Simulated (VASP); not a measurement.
# Li3C4 (P-6m2) in VASP: a series of runs

Runs on Li3C4. Level: PBE. Tasks: single point, relaxation of cell and atoms.

Everything below comes from runs of VASP 6.6.1. Logs are shortened: lines on timing, memory, paths and dates and some standing lists are left out, and cuts for length are marked.

## (1) The cell of the first run

Symmetry: P-6m2, No. 187, hexagonal system. The conventional cell has a = 4.232 Å, b = 4.232 Å, c = 6.074 Å, α = 90.00°, β = 90.00°, γ = 120.00°. Li (site symmetry -6m2) has 2 C at 1.71 Å within 2.3 Å. Within 3.2 Å of Li (site symmetry -6m2) lie 6 Li at 2.44 Å and 6 C at 2.98 Å. Li (site symmetry -6m2) has 6 Li at 2.44 Å and 8 C at 2.98 to 3.04 Å within 3.2 Å. C (site symmetry 3m) has 1 C at 1.32 Å and 1 Li at 1.71 Å within 1.8 Å. Within 1.8 Å of C (site symmetry -6m2) lie 2 C at 1.32 Å. C (site symmetry -6m2) has 9 C at 2.44 to 2.78 Å and 2 Li at 3.04 Å within 3.2 Å.

## (2) Single point, PBE

Input file INCAR:

```
ALGO = Normal
EDIFF = 1E-7
ENCUT = 520
GGA = PE
ISIF = 2
ISMEAR = 0
LASPH = True
LCHARG = False
LREAL = False
LWAVE = False
NBANDS = 22
NELM = 100
PREC = Accurate
SIGMA = 0.1
```

Input file KPOINTS:

```
k-points
0
Gamma
  6 6 4
```

Input file POSCAR:

```
Li3C4
1.0
    4.2319689801      0.0000000000      0.0000000000
   -2.1159844901      3.6649926448      0.0000000000
    0.0000000000      0.0000000000      6.0736081758
Li C
3 4
Direct
    0.6666666667      0.3333333333      0.5000000000
    0.3333333333      0.6666666667      0.5000000000
    0.0000000000      0.0000000000      0.5000000000
    0.6666666667      0.3333333333      0.2176976503
    0.6666666667      0.3333333333      0.7823023497
    0.6666666667      0.3333333333      0.0000000000
    0.0000000000      0.0000000000      0.0000000000
```

Potentials or basis: VASP PAW PBE potentials, release 64 (Li_sv, C).

Started as:

```bash
> cat potpaw_PBE.64/Li_sv/POTCAR potpaw_PBE.64/C/POTCAR > POTCAR
> mpirun -np 1 vasp_std > vasp.out
```

OUTCAR:

```text
EDIFF = 1E-7
   ENCUT = 520
   GGA = PE
   ISIF = 2
   ISMEAR = 0
   LASPH = True
   LREAL = False
   NELM = 100
   PREC = Accurate

 ion  position               nearest neighbor table
   1  0.667  0.333  0.500-   4 1.71   5 1.71   2 2.44   2 2.44   3 2.44   3 2.44   3 2.44   2 2.44

   2  0.333  0.667  0.500-   1 2.44   1 2.44   3 2.44   3 2.44   3 2.44   1 2.44
   3  0.000  0.000  0.500-   1 2.44   2 2.44   1 2.44   2 2.44   1 2.44   2 2.44
   4  0.667  0.333  0.218-   6 1.32   1 1.71
   5  0.667  0.333  0.782-   6 1.32   1 1.71
   6  0.667  0.333  0.000-   4 1.32   5 1.32
   7  0.000  0.000  0.000-

  LATTYP: Found a hexagonal cell.
 ALAT       =     4.2319689801
 C/A-ratio  =     1.4351731320

  Lattice vectors:

 A1 = (   4.2319689801,   0.0000000000,   0.0000000000)
 A2 = (  -2.1159844901,   3.6649926448,   0.0000000000)
 A3 = (   0.0000000000,   0.0000000000,   6.0736081758)

Analysis of symmetry for initial positions (statically):
=====================================================================
 Subroutine PRICEL returns:
 Original cell was already a primitive cell.

 Routine SETGRP: Setting up the symmetry group for a
 hexagonal supercell.

 Subroutine GETGRP returns: Found 12 space group operations
 (whereof 12 operations were pure point group operations)
 out of a pool of 24 trial point group operations.

The static configuration has the point symmetry D_3h.

Analysis of symmetry for dynamics (positions and initial velocities):
=====================================================================
 Subroutine PRICEL returns:
 Original cell was already a primitive cell.

 Routine SETGRP: Setting up the symmetry group for a
 hexagonal supercell.

 Subroutine GETGRP returns: Found 12 space group operations
 (whereof 12 operations were pure point group operations)
 out of a pool of 24 trial point group operations.

The dynamic configuration has the point symmetry D_3h.

 Subroutine INISYM returns: Found 12 space group operations
 (whereof 12 operations are pure point group operations),
 and found     1 'primitive' translations

----------------------------------------------------------------------------------------

                                     Primitive cell

  volume of cell :      94.2025

  direct lattice vectors                    reciprocal lattice vectors
     4.231968980  0.000000000  0.000000000     0.236296628  0.136425922  0.000000000
    -2.115984490  3.664992645  0.000000000     0.000000000  0.272851844  0.000000000
     0.000000000  0.000000000  6.073608176     0.000000000  0.000000000  0.164646775

  length of vectors
     4.231968980  4.231968980  6.073608176     0.272851844  0.272851844  0.164646775

  position of ions in fractional coordinates (direct lattice)
     0.666666667  0.333333333  0.500000000
     0.333333333  0.666666667  0.500000000
     0.000000000  0.000000000  0.500000000
     0.666666667  0.333333333  0.217697650
     0.666666667  0.333333333  0.782302350
     0.666666667  0.333333333  0.000000000
     0.000000000  0.000000000  0.000000000

  ion indices of the primitive-cell ions
   primitive index   ion index
                 1           1
                 2           2
                 3           3
                 4           4
                 5           5
                 6           6
                 7           7

----------------------------------------------------------------------------------------

 KPOINTS: k-points

Automatic generation of k-mesh.
 Grid dimensions read from file:
 generate k-points for:    6    6    4

 Generating k-lattice:

  Cartesian coordinates                     Fractional coordinates (reciprocal lattice)
     0.039382771  0.022737654  0.000000000     0.166666667  0.000000000  0.000000000
     0.000000000  0.045475307  0.000000000     0.000000000  0.166666667  0.000000000
     0.000000000  0.000000000  0.041161694     0.000000000  0.000000000  0.250000000

  Length of vectors
     0.045475307  0.045475307  0.041161694

  Shift w.r.t. Gamma in fractional coordinates (k-lattice)
     0.000000000  0.000000000  0.000000000

 Subroutine IBZKPT returns following result:
 ===========================================

 Found     21 irreducible k-points:

 Following reciprocal coordinates:
            Coordinates               Weight
  0.000000  0.000000  0.000000      1.000000
  0.166667  0.000000  0.000000      6.000000
  0.333333  0.000000  0.000000      6.000000
  0.500000 -0.000000  0.000000      3.000000
  0.166667  0.166667  0.000000      6.000000
  0.333333  0.166667  0.000000     12.000000
[... 13 lines left out ...]
  0.333333  0.166667  0.500000     12.000000
  0.333333  0.333333  0.500000      2.000000
   k-points           NKPTS =     21   k-points in BZ     NKDIM =     21   number of bands    NBANDS=     22
   number of dos      NEDOS =    301   number of ions     NIONS =      7
   total plane-waves  NPLWV =  49152
   dimension x,y,z NGX =    32 NGY =   32 NGZ =   48
   dimension x,y,z NGXF=    64 NGYF=   64 NGZF=   96
   ions per type =               3   4
   NGX,Y,Z   is equivalent  to a cutoff of  12.57, 12.57, 13.14 a.u.
   NGXF,Y,Z  is equivalent  to a cutoff of  25.14, 25.14, 26.28 a.u.
 SYSTEM =  unknown system
   PREC   = accura    normal or accurate (medium, high low for compatibility)
   ISTART =      0    job   : 0-new  1-cont  2-samecut
   ICHARG =      2    charge: 1-file 2-atom 10-const
   ISPIN  =      1    spin polarized calculation?
   LNONCOLLINEAR =      F non collinear calculations
   LSORBIT =      F    spin-orbit coupling
   LASPH  =      T    aspherical Exc in radial PAW
   ENCUT  =  520.0 eV  38.22 Ry    6.18 a.u.   7.87  7.87 11.29*2*pi/ulx,y,z
   NELM   =    100;   NELMIN=  2; NELMDL= -5     # of ELM steps
   EDIFF  = 0.1E-06   stopping-criterion for ELM
   LREAL  =      F    real-space projection
   EDIFFG = 0.1E-05   stopping-criterion for IOM
   NSW    =      0    number of steps for IOM
   IBRION =     -1    ionic relax: 0-MD 1-quasi-New 2-CG
   NFREE  =      0    steps in history (QN), initial steepest desc. (CG)
   ISIF   =      2    stress and relaxation
   ISYM   =      2    0-nonsym 1-usesym 2-fastsym
   POTIM  = 0.5000    time-step for ionic-motion
   TEBEG  =    0.0;   TEEND  =   0.0 temperature during run
   PSTRESS=    0.0 pullay stress
   NELECT =      25.0000    total number of electrons
   NUPDOWN=      -1.0000    fix difference up-down
   EMIN   =  10.00;   EMAX   =-10.00  energy-range for DOS
   EFERMI =   0.00;   METHOD = LEGACY
   ISMEAR =     0;   SIGMA  =   0.10  broadening in eV -4-tet -1-fermi 0-gaus
   EFERMI_NEDOS =   21; number of points for ismear=-14 and -15
   IALGO  =     38    algorithm
   IMIX   =      4    mixing-type and parameters
     AMIX     =   0.40;   BMIX     =  1.00
     AMIX_MAG =   1.60;   BMIX_MAG =  1.00
  volume/ion in A,a.u.               =      13.46        90.82
  Fermi-wavevector in a.u.,A,eV,Ry     =   1.052044  1.988076 15.058892  1.106797
  Thomas-Fermi vector in A             =   2.187111
   LORBIT       =      0    0 simple, 1 ext, 2 COOP (PROOUT), +10 PAW based schemes
   GGA     = PE    functional components
   LHFCALC =     F    Hartree Fock is set to
   AEXX    =    0.0000 exact exchange contribution
   IVDW    =     0    specifies the selected vdW correction
   LEPSILON=     F    determine dielectric tensor
   LRPA    =     F    only Hartree local field effects (RPA)
 non-spin polarized calculation
 Gauss-broadening in eV      SIGMA  =   0.10
  energy-cutoff  :      520.00
  volume of cell :       94.20
 maximum number of plane-waves:      2562
 NGX is ok and might be reduce to    32
   NGX = 15   NGY = 15   NGZ = 23

 number of electron      25.0000014 magnetization

 Free energy of the ion-electron system (eV)
  ---------------------------------------------------
  ext. energy  EPLUGINS =         0.00000000
  ---------------------------------------------------
  free energy    TOTEN  =       -30.06198991 eV

  energy without entropy =      -30.02673479  energy(sigma->0) =      -30.04436235

 E-fermi :   1.7799     XC(G=0):  -8.4655

 val. band max:        1.7650322099   @ k =   0.1667   0.0000   0.0000
 cond. band min:       1.7863192477   @ k =   0.3333   0.0000   0.0000
 fundamental gap:      0.0212870378
 Fermi energy:         1.7799446363

 k-point     1 :       0.0000    0.0000    0.0000
  band No.  band energies     occupation
      1     -46.0918      2.00000
      2     -45.9381      2.00000
      3     -42.8764      2.00000
      4     -13.7458      2.00000
      5     -10.4027      2.00000
      6      -6.6519      2.00000
[... 14 lines left out ...]
     21       6.9515      0.00000
     22       9.1253      0.00000

 k-point     2 :       0.1667    0.0000    0.0000
  band No.  band energies     occupation
      1     -46.0886      2.00000
      2     -45.9409      2.00000
      3     -42.8767      2.00000
      4     -13.6839      2.00000
      5     -10.3749      2.00000
      6      -6.9638      2.00000
[... 14 lines left out ...]
     21       7.0895      0.00000
     22       9.4940      0.00000

 k-point     3 :       0.3333    0.0000    0.0000
  band No.  band energies     occupation
      1     -46.0819      2.00000
      2     -45.9470      2.00000
      3     -42.8774      2.00000
      4     -13.5522      2.00000
      5     -10.3184      2.00000
      6      -7.5044      2.00000
[... 14 lines left out ...]
     21       8.6148      0.00000
     22       9.4222      0.00000

 k-point     4 :       0.5000   -0.0000    0.0000
  band No.  band energies     occupation
      1     -46.0784      2.00000
      2     -45.9504      2.00000
      3     -42.8778      2.00000
      4     -13.4817      2.00000
      5     -10.2897      2.00000
      6      -7.7493      2.00000
[... 14 lines left out ...]
     21       8.9089      0.00000
     22       9.0918      0.00000

 k-point     5 :       0.1667    0.1667    0.0000
  band No.  band energies     occupation
      1     -46.0837      2.00000
      2     -45.9454      2.00000
      3     -42.8772      2.00000
      4     -13.5863      2.00000
      5     -10.3327      2.00000
      6      -7.3706      2.00000
[... 14 lines left out ...]
     21       8.4409      0.00000
     22       9.6587      0.00000

 k-point     6 :       0.3333    0.1667    0.0000
  band No.  band energies     occupation
      1     -46.0784      2.00000
      2     -45.9503      2.00000
      3     -42.8777      2.00000
      4     -13.4823      2.00000
      5     -10.2898      2.00000
      6      -7.7304      2.00000
[... 14 lines left out ...]
     21       9.0855      0.00000
     22       9.0998      0.00000

 k-point     7 :       0.3333    0.3333    0.0000
  band No.  band energies     occupation
      1     -46.0766      2.00000
      2     -45.9520      2.00000
      3     -42.8780      2.00000
      4     -13.4465      2.00000
      5     -10.2755      2.00000
      6      -7.8276      2.00000
[... 249 lines left out ...]
      6      -7.4978      2.00000
[... 14 lines left out ...]
     21       7.8424      0.00000
     22       9.5924      0.00000

 k-point    18 :       0.5000   -0.0000    0.5000
  band No.  band energies     occupation
      1     -46.0784      2.00000
      2     -45.9503      2.00000
      3     -42.8777      2.00000
      4     -13.4896      2.00000
      5     -10.2633      2.00000
      6      -7.7406      2.00000
[... 14 lines left out ...]
     21       7.6528      0.00000
     22       9.9373      0.00000

 k-point    19 :       0.1667    0.1667    0.5000
  band No.  band energies     occupation
      1     -46.0837      2.00000
      2     -45.9454      2.00000
      3     -42.8772      2.00000
      4     -13.5941      2.00000
      5     -10.3072      2.00000
      6      -7.3654      2.00000
[... 14 lines left out ...]
     21       8.3528      0.00000
     22       9.3370      0.00000

 k-point    20 :       0.3333    0.1667    0.5000
  band No.  band energies     occupation
      1     -46.0784      2.00000
      2     -45.9503      2.00000
      3     -42.8777      2.00000
      4     -13.4902      2.00000
      5     -10.2635      2.00000
      6      -7.7222      2.00000
[... 14 lines left out ...]
     21       8.6126      0.00000
     22      10.0185      0.00000

 k-point    21 :       0.3333    0.3333    0.5000
  band No.  band energies     occupation
      1     -46.0766      2.00000
      2     -45.9520      2.00000
      3     -42.8779      2.00000
      4     -13.4545      2.00000
      5     -10.2489      2.00000
      6      -7.8190      2.00000
[... 14 lines left out ...]
     21       8.9556      0.00000
     22      10.2477      0.00000

------------------------ aborting loop because EDIFF is reached ----------------------------------------

  FORCE on cell =-STRESS in cart. coord.  units (eV):
  Direction    XX          YY          ZZ          XY          YZ          ZX
  --------------------------------------------------------------------------------------
  -------------------------------------------------------------------------------------
  Total        0.1477528      0.1477528      0.4184365     -0.0000000      0.0000000      0.0000000
  in kB        2.5129505      2.5129505      7.1166858     -0.0000000      0.0000000      0.0000000
  external PRESSURE =       4.0475290 kB  Pullay stress =       0.0000000 kB

 VOLUME and BASIS-vectors are now :
 -----------------------------------------------------------------------------
  energy-cutoff  :      520.00
  volume of cell :       94.20
      direct lattice vectors                 reciprocal lattice vectors
     4.231968980  0.000000000  0.000000000     0.236296628  0.136425922  0.000000000
    -2.115984490  3.664992645  0.000000000     0.000000000  0.272851844  0.000000000
     0.000000000  0.000000000  6.073608176     0.000000000  0.000000000  0.164646775

 POSITION                                       TOTAL-FORCE (eV/Angst)
 -----------------------------------------------------------------------------------
      2.11598      1.22166      3.03680         0.000000      0.000000      0.000000
     -0.00000      2.44333      3.03680         0.000000     -0.000000      0.000000
      0.00000      0.00000      3.03680        -0.000000      0.000000      0.000000
      2.11598      1.22166      1.32221         0.000000      0.000000     -0.049356
      2.11598      1.22166      4.75140         0.000000      0.000000      0.049356
      2.11598      1.22166      0.00000        -0.000000      0.000000      0.000000
      0.00000      0.00000      0.00000         0.000000      0.000000      0.000000
 -----------------------------------------------------------------------------------
    total drift:                                0.000000     -0.000000     -0.000000

  FREE ENERGIE OF THE ION-ELECTRON SYSTEM (eV)
  ---------------------------------------------------
  free  energy   TOTEN  =       -30.0619899115 eV

  energy  without entropy=      -30.0267347919  energy(sigma->0) =      -30.04436235
```

Wall time 28 s (1 thread of Intel Xeon Platinum 8488C (Sapphire Rapids), shared host); peak memory 0.21 GiB.

What came out:

```
Free energy   : -30.0620 eV
Largest force : 0.049 eV/Å
```

Forces in eV/Å, atoms in the order of the input:
```
Li   0.000  0.000  0.000
Li   0.000  0.000  0.000
Li   0.000  0.000  0.000
C    0.000  0.000 -0.049
C    0.000  0.000  0.049
C    0.000  0.000  0.000
C    0.000  0.000  0.000
```

Levels at points of the mesh, in eV from the Fermi level:
```tsv
k point	band 10	band 11	band 12	band 13	band 14	band 15	band 16	band 17
(0.00, 0.00, 0.00)	-4.39	-0.53	0.19	0.19	0.22	0.22	1.92	3.07
(0.50, 0.00, 0.00)	-3.83	-2.40	-0.43	-0.06	0.54	0.63	1.12	1.83
(0.00, 0.00, 0.50)	-4.31	-0.53	-0.53	-0.37	0.31	0.31	2.46	3.79
(0.50, 0.00, 0.50)	-3.60	-3.14	-1.29	0.33	0.35	1.26	2.83	2.91
```

Caveat: the cutoff is under 1.25 times the usual one of these potentials, so pressure, stress and relaxed cells hold a basis-set (Pulay) error.

[end of part 1 of 2]
